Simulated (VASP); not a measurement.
**H4C2O: single point with PBE+D3(BJ)**

H4C2O:

```
C H O
1.0
     6.88731    0.00000    0.00000
     0.00000    6.88731    0.00000
     0.00000    0.00000    6.88731
C H O
6 12 3
Direct
  0.13812 0.94307 0.22248
  0.73554 0.20138 0.91645
  0.85849 0.52563 0.33745
  0.29580 0.56153 0.54223
  0.66170 0.66939 0.86639
  0.69277 0.05795 0.42922
  0.21871 0.82322 0.29142
  0.05837 0.02565 0.32818
  0.03159 0.88612 0.12314
  0.23472 0.05233 0.14866
  0.61724 0.20324 0.02449
  0.67790 0.25952 0.78900
  0.80287 0.06010 0.90045
  0.85181 0.30205 0.97452
  0.95773 0.45190 0.25013
  0.85701 0.46269 0.48308
  0.70461 0.50711 0.27895
  0.89630 0.68019 0.33941
  0.21685 0.42093 0.57802
  0.54030 0.71484 0.96669
  0.52767 0.06004 0.43306
```

* Program: VASP 6.6.1
* Task: single point
* Functional: PBE
* Dispersion: D3(BJ)
* Potentials or basis: VASP PAW PBE potentials, release 64 (C_h, H_h, O_h)
* Cutoff: 1000 eV
* k mesh: 1 × 1 × 1
* Occupations: fermi-dirac, width 0.05 eV
* Spin: no spin polarisation

| Quantity | Value |
| --- | --- |
| Pressure | 0.5 GPa |
| Largest force | 2.834 eV/Å |
| Dispersion energy per atom | -0.036 eV |

Forces on the atoms (eV/Å):
```
C    0.904  0.694 -0.320
C    1.139  0.719  2.400
C   -2.675  0.692  0.630
C   -0.067 -0.322  0.080
C    0.595 -0.097 -0.419
C   -0.312  0.006  0.025
H    0.009  0.393 -0.175
H   -0.259  0.176  0.710
H   -0.220 -0.256 -0.620
H   -0.308 -0.881  0.215
H    0.216 -0.344 -0.038
H   -0.458  0.504 -1.800
H   -0.128 -0.393 -0.189
H   -0.712 -0.559 -0.481
H    1.199 -1.046 -1.157
H    0.141  0.161  0.135
H    1.218  0.231  0.279
H   -0.161 -0.031  0.235
O    0.261  0.218  0.033
O   -0.636  0.159  0.439
O    0.253 -0.024  0.019
```

Stress tensor (GPa, compression positive):
```
-0.07 -0.94 -0.30
-0.94 -0.25  0.40
-0.30  0.40  1.68
```

Levels at points of the mesh, in eV from the Fermi level:
```
           k point  band 23  band 24  band 25  band 26  band 27  band 28  band 29  band 30  band 31  band 32
(0.00, 0.00, 0.00)    -1.73    -1.64    -1.58    -1.36    -1.19     5.01     5.23     5.29     5.45     5.61
```

Run time: 44 s on 1 thread of Intel(R) Xeon(R) 6975P-C (Granite Rapids), with other jobs on the host, peak memory 0.71 GiB.

Caveat: the k points lie up to 0.91 Å⁻¹ apart, too coarse for converged energies, forces and pressures; the atoms stand as in a frame of molecular dynamics.
